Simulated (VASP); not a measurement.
# H (P6_3/mmc) in VASP: a series of runs

H is run at these levels: r2SCAN; tasks: single point.

Everything below comes from runs of VASP 6.6.1. Logs are shortened: lines on timing, memory, paths and dates and some standing lists are left out, and cuts for length are marked.

**1. The cell of the first run**

The structure is hexagonal, space group P6_3/mmc (No. 194). Conventional cell: a = 3.799 Å, b = 3.799 Å, c = 5.498 Å, α = 90.00°, β = 90.00°, γ = 120.00°. H (site symmetry 3m) has 1 H at 0.75 Å within 1.0 Å.

**2. Single point, r2SCAN (biaxial strain in the a-b plane: -2.0 %)**

File POSCAR:

```
H
1.0
    3.7993005378      0.0000000000      0.0000000000
   -1.8996502689      3.2902907823      0.0000000000
    0.0000000000      0.0000000000      5.4977346984
H
4
Direct
    0.3333333333      0.6666666667      0.1817391295
    0.6666666667      0.3333333333      0.6817391295
    0.6666666667      0.3333333333      0.8182608705
    0.3333333333      0.6666666667      0.3182608705
```

File INCAR.step1:

```
PREC = Accurate
ENCUT = 520
ISMEAR = 0
SIGMA = 0.02
LREAL = F
LASPH = T
NELM = 100
NBANDS = 10
GGA = PE
ALGO = Normal
EDIFF = 1E-4
LWAVE = T
LCHARG = F
```

File INCAR.step2:

```
PREC = Accurate
ENCUT = 520
EDIFF = 1E-6
ISMEAR = 0
SIGMA = 0.02
LREAL = F
LASPH = T
NELM = 100
ALGO = Normal
ISIF = 2
LWAVE = F
LCHARG = F
METAGGA = R2SCAN
LMIXTAU = T
NBANDS = 10
ISTART = 1
```

File KPOINTS:

```
Automatic mesh
0
Gamma
  9 9 4
```

Potentials or basis: VASP PAW PBE potentials, release 64 (H).

Launch:

```
$ cat potpaw_PBE.64/H/POTCAR > POTCAR
$ cp INCAR.step1 INCAR
$ mpirun -np 1 vasp_std > vasp.out
$ cp INCAR.step2 INCAR
$ mpirun -np 1 vasp_std > vasp.out
```

OUTCAR:

```text
PREC = Accurate
   ENCUT = 520
   EDIFF = 1E-6
   ISMEAR = 0
   LREAL = F
   LASPH = T
   NELM = 100
   ISIF = 2
   METAGGA = R2SCAN
   ISTART = 1

 ion  position               nearest neighbor table
   1  0.333  0.667  0.182-   4 0.75
   2  0.667  0.333  0.682-   3 0.75
   3  0.667  0.333  0.818-   2 0.75
   4  0.333  0.667  0.318-   1 0.75

  LATTYP: Found a hexagonal cell.
 ALAT       =     3.7993005378
 C/A-ratio  =     1.4470386440

  Lattice vectors:

 A1 = (   3.7993005378,   0.0000000000,   0.0000000000)
 A2 = (  -1.8996502689,   3.2902907823,   0.0000000000)
 A3 = (   0.0000000000,   0.0000000000,   5.4977346984)

Analysis of symmetry for initial positions (statically):
=====================================================================
 Subroutine PRICEL returns:
 Original cell was already a primitive cell.

 Routine SETGRP: Setting up the symmetry group for a
 hexagonal supercell.

 Subroutine GETGRP returns: Found 24 space group operations
 (whereof 12 operations were pure point group operations)
 out of a pool of 24 trial point group operations.

The static configuration has the point symmetry D_3d.
 The point group associated with its full space group is D_6h.

Analysis of symmetry for dynamics (positions and initial velocities):
=====================================================================
 Subroutine PRICEL returns:
 Original cell was already a primitive cell.

 Routine SETGRP: Setting up the symmetry group for a
 hexagonal supercell.

 Subroutine GETGRP returns: Found 24 space group operations
 (whereof 12 operations were pure point group operations)
 out of a pool of 24 trial point group operations.

The dynamic configuration has the point symmetry D_3d.
 The point group associated with its full space group is D_6h.

 Subroutine INISYM returns: Found 24 space group operations
 (whereof 12 operations are pure point group operations),
 and found     1 'primitive' translations

----------------------------------------------------------------------------------------

                                     Primitive cell

  volume of cell :      68.7261

  direct lattice vectors                    reciprocal lattice vectors
     3.799300538  0.000000000  0.000000000     0.263206343  0.151962253  0.000000000
    -1.899650269  3.290290782  0.000000000     0.000000000  0.303924506  0.000000000
     0.000000000  0.000000000  5.497734698     0.000000000  0.000000000  0.181893099

  length of vectors
     3.799300538  3.799300538  5.497734698     0.303924506  0.303924506  0.181893099

  position of ions in fractional coordinates (direct lattice)
     0.333333333  0.666666667  0.181739130
     0.666666667  0.333333333  0.681739130
     0.666666667  0.333333333  0.818260870
     0.333333333  0.666666667  0.318260870

  ion indices of the primitive-cell ions
   primitive index   ion index
                 1           1
                 2           2
                 3           3
                 4           4

----------------------------------------------------------------------------------------

 KPOINTS: Automatic mesh

Automatic generation of k-mesh.
 Grid dimensions read from file:
 generate k-points for:    9    9    4

 Generating k-lattice:

  Cartesian coordinates                     Fractional coordinates (reciprocal lattice)
     0.029245149  0.016884695  0.000000000     0.111111111  0.000000000  0.000000000
     0.000000000  0.033769390  0.000000000     0.000000000  0.111111111  0.000000000
     0.000000000  0.000000000  0.045473275     0.000000000  0.000000000  0.250000000

  Length of vectors
     0.033769390  0.033769390  0.045473275

  Shift w.r.t. Gamma in fractional coordinates (k-lattice)
     0.000000000  0.000000000  0.000000000

 Subroutine IBZKPT returns following result:
 ===========================================

 Found     36 irreducible k-points:

 Following reciprocal coordinates:
            Coordinates               Weight
  0.000000  0.000000  0.000000      1.000000
  0.111111  0.000000  0.000000      6.000000
  0.222222  0.000000  0.000000      6.000000
  0.333333  0.000000  0.000000      6.000000
  0.444444  0.000000  0.000000      6.000000
  0.111111  0.111111  0.000000      6.000000
[... 16 lines left out ...]
  0.333333  0.222222  0.250000     24.000000
  0.333333  0.333333  0.250000      4.000000
 [... further k-points ...]
   k-points           NKPTS =     36   k-points in BZ     NKDIM =     36   number of bands    NBANDS=     10
   number of dos      NEDOS =    301   number of ions     NIONS =      4
   total plane-waves  NPLWV =  32928
   dimension x,y,z NGX =    28 NGY =   28 NGZ =   42
   dimension x,y,z NGXF=    56 NGYF=   56 NGZF=   84
   ions per type =               4
   NGX,Y,Z   is equivalent  to a cutoff of  12.25, 12.25, 12.70 a.u.
   NGXF,Y,Z  is equivalent  to a cutoff of  24.50, 24.50, 25.40 a.u.
 SYSTEM =  unknown system
[... 25 lines left out ...]
   EFERMI_NEDOS =   21; number of points for ismear=-14 and -15
   IALGO  =     38    algorithm
   IMIX   =      4    mixing-type and parameters
     AMIX     =   0.40;   BMIX     =  1.00
     AMIX_MAG =   1.60;   BMIX_MAG =  1.00
  volume/ion in A,a.u.               =      17.18       115.95
  Fermi-wavevector in a.u.,A,eV,Ry     =   0.634436  1.198910  5.476462  0.402509
  Thomas-Fermi vector in A             =   1.698430
   LORBIT       =      0    0 simple, 1 ext, 2 COOP (PROOUT), +10 PAW based schemes
   METAGGA = R2SCAN    functional components
   LHFCALC =     F    Hartree Fock is set to
   AEXX    =    0.0000 exact exchange contribution
   IVDW    =     0    specifies the selected vdW correction
   LEPSILON=     F    determine dielectric tensor
   LRPA    =     F    only Hartree local field effects (RPA)
 non-spin polarized calculation
 Gauss-broadening in eV      SIGMA  =   0.02
  energy-cutoff  :      520.00
  volume of cell :       68.73
 maximum number of plane-waves:      1864
   NGX = 15   NGY = 15   NGZ = 21

 number of electron       4.0000002 magnetization

 Free energy of the ion-electron system (eV)
  ---------------------------------------------------
  ext. energy  EPLUGINS =         0.00000000
  ---------------------------------------------------
  free energy    TOTEN  =       -13.80522021 eV

  energy without entropy =      -13.80522021  energy(sigma->0) =      -13.80522021

 E-fermi :  -9.4446     XC(G=0):  -4.1600

 val. band max:       -9.5701439346   @ k =   0.2222   0.0000   0.0000
 cond. band min:       0.3962667327   @ k =   0.0000   0.0000   0.0000
 fundamental gap:      9.9664106673
 Fermi energy:        -9.4445941494

 k-point     1 :       0.0000    0.0000    0.0000
  band No.  band energies     occupation
      1     -10.6663      2.00000
      2      -9.5882      2.00000
      3       0.3963      0.00000
      4       3.5361      0.00000
      5       6.7451      0.00000
      6       7.4201      0.00000
      7       9.3601      0.00000
      8       9.3601      0.00000
      9      10.6700      0.00000
     10      10.6701      0.00000

 k-point     2 :       0.1111    0.0000    0.0000
  band No.  band energies     occupation
      1     -10.6055      2.00000
      2      -9.5804      2.00000
      3       0.5492      0.00000
      4       3.3438      0.00000
      5       6.0995      0.00000
      6       7.2026      0.00000
      7       8.6772      0.00000
      8       9.2538      0.00000
      9      11.2022      0.00000
     10      11.4332      0.00000

 k-point     3 :       0.2222    0.0000    0.0000
  band No.  band energies     occupation
      1     -10.4392      2.00000
      2      -9.5701      2.00000
      3       1.0002      0.00000
      4       2.8662      0.00000
      5       5.0296      0.00000
      6       6.5502      0.00000
      7       7.7896      0.00000
      8       8.8224      0.00000
      9      11.1129      0.00000
     10      11.3363      0.00000
[... 248 lines left out ...]
 k-point    23 :       0.3333    0.2222    0.2500
  band No.  band energies     occupation
      1      -9.8801      2.00000
      2      -9.7083      2.00000
      3       1.9420      0.00000
      4       2.3601      0.00000
      5       3.4127      0.00000
      6       5.5774      0.00000
      7       5.7433      0.00000
      8       6.4860      0.00000
      9      10.7638      0.00000
     10      11.3340      0.00000

 k-point    24 :       0.3333    0.3333    0.2500
  band No.  band energies     occupation
      1      -9.7735      2.00000
      2      -9.7735      2.00000
      3       2.4846      0.00000
      4       2.4846      0.00000
      5       2.6563      0.00000
      6       5.1841      0.00000
      7       5.9749      0.00000
      8       5.9749      0.00000
      9      10.4184      0.00000
     10      12.0723      0.00000

 [... further k-points ...]

------------------------ aborting loop because EDIFF is reached ----------------------------------------

  FORCE on cell =-STRESS in cart. coord.  units (eV):
  Direction    XX          YY          ZZ          XY          YZ          ZX
  --------------------------------------------------------------------------------------
  -------------------------------------------------------------------------------------
  Total       -0.0516960     -0.0516960     -0.5201255      0.0000000      0.0000000      0.0000000
  in kB       -1.2051640     -1.2051640    -12.1254259      0.0000000      0.0000000      0.0000000
  external PRESSURE =      -4.8452513 kB  Pullay stress =       0.0000000 kB

 VOLUME and BASIS-vectors are now :
 -----------------------------------------------------------------------------
  energy-cutoff  :      520.00
  volume of cell :       68.73
      direct lattice vectors                 reciprocal lattice vectors
     3.799300538  0.000000000  0.000000000     0.263206343  0.151962253  0.000000000
    -1.899650269  3.290290782  0.000000000     0.000000000  0.303924506  0.000000000
     0.000000000  0.000000000  5.497734698     0.000000000  0.000000000  0.181893099

 POSITION                                       TOTAL-FORCE (eV/Angst)
 -----------------------------------------------------------------------------------
     -0.00000      2.19353      0.99915        -0.000000      0.000000      0.310174
      1.89965      1.09676      3.74802         0.000000      0.000000      0.310174
      1.89965      1.09676      4.49858         0.000000     -0.000000     -0.310174
     -0.00000      2.19353      1.74971        -0.000000     -0.000000     -0.310174
 -----------------------------------------------------------------------------------
    total drift:                               -0.000000      0.000000     -0.000000

  FREE ENERGIE OF THE ION-ELECTRON SYSTEM (eV)
  ---------------------------------------------------
  free  energy   TOTEN  =       -13.8052202091 eV

  energy  without entropy=      -13.8052202091  energy(sigma->0) =      -13.80522021
```

Run time: 78 s. Hardware: 1 thread of Intel Xeon 6975P-C (Granite Rapids), shared host; peak memory 0.17 GiB.

What came out:

| Item | Value |
| --- | --- |
| Free energy | -13.8052 eV |
| Pressure | -0.5 GPa |
| Largest force | 0.310 eV/Å |
| Band gap on the k mesh | 9.97 eV (least direct gap 9.98 eV) |

Forces on the atoms (eV/Å):
```
H    0.000  0.000  0.310
H    0.000  0.000  0.310
H    0.000  0.000 -0.310
H    0.000  0.000 -0.310
```

Stress tensor (GPa, compression positive):
```
-0.12  0.00  0.00
 0.00 -0.12  0.00
 0.00  0.00 -1.21
```

Caveat: the cell differs from its parent crystal (biaxial strain in the a-b plane: -2.0 %); the PAW data sets were made with another functional, which shifts forces and pressure a little; an odd mesh through Γ misses points on the zone boundary, where band edges can lie.

**3. Single point, r2SCAN**

This run uses another cell than the first one, of 17.15 Å³/atom.

File POSCAR:

```
H
1.0
    3.7217637921      0.0000000000      0.0000000000
   -1.8608818961      3.2231419909      0.0000000000
    0.0000000000      0.0000000000      5.7170680421
H
4
Direct
    0.3333333333      0.6666666667      0.1851448536
    0.6666666667      0.3333333333      0.6851448536
    0.6666666667      0.3333333333      0.8148551464
    0.3333333333      0.6666666667      0.3148551464
```

File INCAR.step1:

```
ALGO     = Normal         # electronic algorithm
EDIFF    = 1E-4           # SCF threshold, eV
ENCUT    = 520            # plane-wave cutoff, eV
GGA      = PE             # functional
ISMEAR   = 0              # smearing method
LASPH    = True           # aspherical terms in the spheres
LCHARG   = False          # write CHGCAR
LREAL    = False          # projectors in reciprocal space
LWAVE    = True           # write WAVECAR
NBANDS   = 10             # bands
NELM     = 60             # most SCF steps
PREC     = Accurate       # precision mode
SIGMA    = 0.02           # smearing width, eV
```

File INCAR.step2:

```
ALGO     = Normal         # electronic algorithm
EDIFF    = 1E-7           # SCF threshold, eV
ENCUT    = 520            # plane-wave cutoff, eV
ISIF     = 2              # what is computed and relaxed
ISMEAR   = 0              # smearing method
ISTART   = 1            
LASPH    = True           # aspherical terms in the spheres
LCHARG   = True           # write CHGCAR
LELF     = True           # ELF
LMIXTAU  = True         
LREAL    = False          # projectors in reciprocal space
LVHAR    = True         
LWAVE    = False          # write WAVECAR
METAGGA  = R2SCAN         # meta-GGA
NBANDS   = 10             # bands
NELM     = 60             # most SCF steps
PREC     = Accurate       # precision mode
SIGMA    = 0.02           # smearing width, eV
```

File KPOINTS:

```
k-points
0
Gamma
  9 9 4
```

Potentials or basis: VASP PAW PBE potentials, release 64 (H).

Launch:

```
$ cat potpaw_PBE.64/H/POTCAR > POTCAR
$ cp INCAR.step1 INCAR
$ mpirun -np 1 vasp_std > vasp.out
$ cp INCAR.step2 INCAR
$ mpirun -np 1 vasp_std > vasp.out
```

Run time: 1.8 min. Hardware: 1 thread of Intel Xeon 6975P-C (Granite Rapids), shared host; peak memory 0.18 GiB.

It converged, with:

| Quantity | Value |
| --- | --- |
| Free energy | -13.8083 eV |
| Pressure | -0.1 GPa |
| Largest force | 0.005 eV/Å |
| Band gap on the k mesh | 9.90 eV (least direct gap 9.97 eV) |

Forces on the atoms (eV/Å):
```
H    0.000  0.000 -0.005
H    0.000  0.000 -0.005
H    0.000  0.000  0.005
H    0.000  0.000  0.005
```

Levels at points of the mesh, in eV from the valence-band top:
```tsv
k point	band 1	band 2	band 3	band 4	band 5	band 6
(0.00, 0.00, 0.00)	-1.03	-0.07	9.90	13.20	16.50	17.02
(0.00, 0.00, 0.50)	-0.58	-0.58	11.32	11.32	17.48	17.48
```

Caveat: the PAW data sets were made with another functional, which shifts forces and pressure a little; an odd mesh through Γ misses points on the zone boundary, where band edges can lie.

**4. Single point, r2SCAN**

This run uses another cell than the first one, of 17.68 Å³/atom.

File POSCAR:

```
H
1.0
    3.8768372835      0.0000000000      0.0000000000
   -1.9384186417      3.3574395738      0.0000000000
    0.0000000000      0.0000000000      5.4325441684
H
4
Direct
    0.3333333333      0.6666666667      0.1817391295
    0.6666666667      0.3333333333      0.6817391295
    0.6666666667      0.3333333333      0.8182608705
    0.3333333333      0.6666666667      0.3182608705
```

File INCAR.step1:

```
PREC = Accurate
ENCUT = 520
ISMEAR = 0
SIGMA = 0.02
LREAL = False
LASPH = True
NELM = 80
NBANDS = 10
GGA = PE
ALGO = Normal
EDIFF = 1E-4
LWAVE = True
LCHARG = False
```

File INCAR.step2:

```
PREC = Accurate
ENCUT = 520
EDIFF = 1E-7
ISMEAR = 0
SIGMA = 0.02
LREAL = False
LASPH = True
NELM = 80
ALGO = Normal
ISIF = 2
LWAVE = False
LCHARG = True
METAGGA = R2SCAN
LMIXTAU = True
LELF = True
LVHAR = True
NBANDS = 10
ISTART = 1
```

File KPOINTS:

```
Automatic mesh
0
Gamma
  9 9 4
```

Launch:

```
$ cat potpaw_PBE.64/H/POTCAR > POTCAR
$ cp INCAR.step1 INCAR
$ mpirun -np 1 vasp_std > vasp.out
$ cp INCAR.step2 INCAR
$ mpirun -np 1 vasp_std > vasp.out
```

Run time: 2 min. Hardware: 1 thread of Intel Xeon 6975P-C (Granite Rapids), shared host; peak memory 0.18 GiB.

Results (log left out):

```
Free energy            : -13.8079 eV
Pressure               : -0.1 GPa
Band gap on the k mesh : 10.22 eV
```

Forces in eV/Å, atoms in the order of the input:
```
H    0.000  0.000 -0.002
H    0.000  0.000 -0.002
H    0.000  0.000  0.002
H    0.000  0.000  0.002
```

Levels at points of the mesh, in eV from the valence-band top:
```
           k point  band 1  band 2  band 3  band 4  band 5
(0.00, 0.00, 0.00)   -1.05    0.00   10.22   13.00   16.25
(0.00, 0.00, 0.50)   -0.57   -0.57   11.37   11.37   17.71
```

Caveat: the PAW data sets were made with another functional, which shifts forces and pressure a little; an odd mesh through Γ misses points on the zone boundary, where band edges can lie.

**5. Single point, r2SCAN**

This run uses another cell than the first one, of 17.68 Å³/atom.

POSCAR is that of step 4.

File INCAR.step1:

```
SYSTEM = H
ALGO = Normal ; EDIFF = 1E-4
ENCUT = 520 ; GGA = PE
ISMEAR = 0 ; LASPH = .True.
LCHARG = .False. ; LREAL = .False.
LWAVE = .True. ; NBANDS = 10
NELM = 60 ; PREC = Accurate
SIGMA = 0.02
```

File INCAR.step2:

```
SYSTEM = H
ALGO = Normal ; EDIFF = 1E-7
ENCUT = 520 ; ISIF = 2
ISMEAR = 0 ; ISTART = 1
LASPH = .True. ; LCHARG = .False.
LMIXTAU = .True. ; LREAL = .False.
LWAVE = .False. ; METAGGA = R2SCAN
NBANDS = 10 ; NELM = 60
PREC = Accurate ; SIGMA = 0.02
```

File KPOINTS:

```
k-points
0
Gamma
  9 9 4
  0 0 0
```

Launch:

```
$ cat potpaw_PBE.64/H/POTCAR > POTCAR
$ cp INCAR.step1 INCAR
$ mpirun -np 1 vasp_std > vasp.out
$ cp INCAR.step2 INCAR
$ mpirun -np 1 vasp_std > vasp.out
```

Wall time 2 min (1 thread of Intel Xeon 6975P-C (Granite Rapids), shared host); peak memory 0.18 GiB.

It converged, with:

- Free energy: -13.8079 eV
- Pressure: -0.1 GPa
- Band gap on the k mesh: 10.22 eV

Forces in eV/Å, atoms in the order of the input:
```
H    0.000  0.000 -0.002
H    0.000  0.000 -0.002
H    0.000  0.000  0.002
H    0.000  0.000  0.002
```

Levels at points of the mesh, in eV from the valence-band top:
| k point | band 1 | band 2 | band 3 | band 4 | band 5 | band 6 | band 7 |
| --- | --- | --- | --- | --- | --- | --- | --- |
| (0.00, 0.00, 0.00) | -1.05 | 0.00 | 10.22 | 13.00 | 16.25 | 17.06 | 18.59 |
| (0.00, 0.00, 0.50) | -0.57 | -0.57 | 11.37 | 11.37 | 17.71 | 17.71 | 19.49 |

Caveat: the PAW data sets were made with another functional, which shifts forces and pressure a little; an odd mesh through Γ misses points on the zone boundary, where band edges can lie.

**6. Overview**

```tsv
cell	gap on the mesh (eV)	pressure (GPa)	largest force (eV/Å)
a = 3.799, b = 3.799, c = 5.498 Å, angles 90.0, 90.0, 120.0°, 4 atoms, atomic positions A	9.97	-0.5	0.31
a = 3.722, b = 3.722, c = 5.717 Å, angles 90.0, 90.0, 120.0°, 4 atoms, atomic positions B	9.90	-0.1	0.01
a = 3.877, b = 3.877, c = 5.433 Å, angles 90.0, 90.0, 120.0°, 4 atoms, atomic positions A	10.22	-0.1	-
```

Alike in all rows: task single point; level r2SCAN; potentials or basis VASP PAW PBE potentials, release 64 (H); no spin polarisation; k mesh 9 × 9 × 4; cutoff (eV) 520; smearing gaussian 0.02 eV.

Caveats: the PAW data sets were made with another functional, which shifts forces and pressure a little; an odd mesh through Γ misses points on the zone boundary, where band edges can lie.

Absolute energies hang on the potentials; compare differences alone.
